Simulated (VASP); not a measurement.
A run of VASP 6.6.1 is set up as follows.

INCAR

```
SYSTEM = GaSb
PREC = Accurate ; ENCUT = 600
EDIFF = 1E-6 ; ISMEAR = 0
SIGMA = 0.01 ; LREAL = .FALSE.
LASPH = .TRUE. ; NELM = 60
ALGO = Normal ; ISIF = 3
LWAVE = .FALSE. ; LCHARG = .FALSE.
IBRION = 2 ; NSW = 80
EDIFFG = -0.005
```

The input KPOINTS:

```
Automatic mesh
0
G
  8 8 8
  0 0 0
```

Contents of POSCAR:

```
GaSb
1.0
    0.0000000000      3.0450000000      3.0450000000
    3.0450000000      0.0000000000      3.0450000000
    3.0450000000      3.0450000000      0.0000000000
Ga Sb
1 1
Direct
    0.0000000000      0.0000000000      0.0000000000
    0.2500000000      0.2500000000      0.2500000000
```

Potentials or basis: VASP PAW LDA potentials, release 64 (Ga_d, Sb).

Command:

```bash
$ cat potpaw_LDA.64/Ga_d/POTCAR potpaw_LDA.64/Sb/POTCAR > POTCAR
$ mpirun -np 1 vasp_std > vasp.out
```

Q: What does it give for the band gap on the k mesh?

A: 0.10 eV, direct.

Q: What does it give for the relaxed volume?

A: 27.74 Å³/atom.

Final structure:
```
CELL_PARAMETERS angstrom
0.00000 3.02702 3.02702
3.02702 0.00000 3.02702
3.02702 3.02702 0.00000
ATOMIC_POSITIONS crystal
Ga 0.00000 0.00000 0.00000
Sb 0.25000 0.25000 0.25000
```

Caveat: spin-orbit coupling is left out, which moves the levels of the heavy elements. A k mesh can miss the band edges.
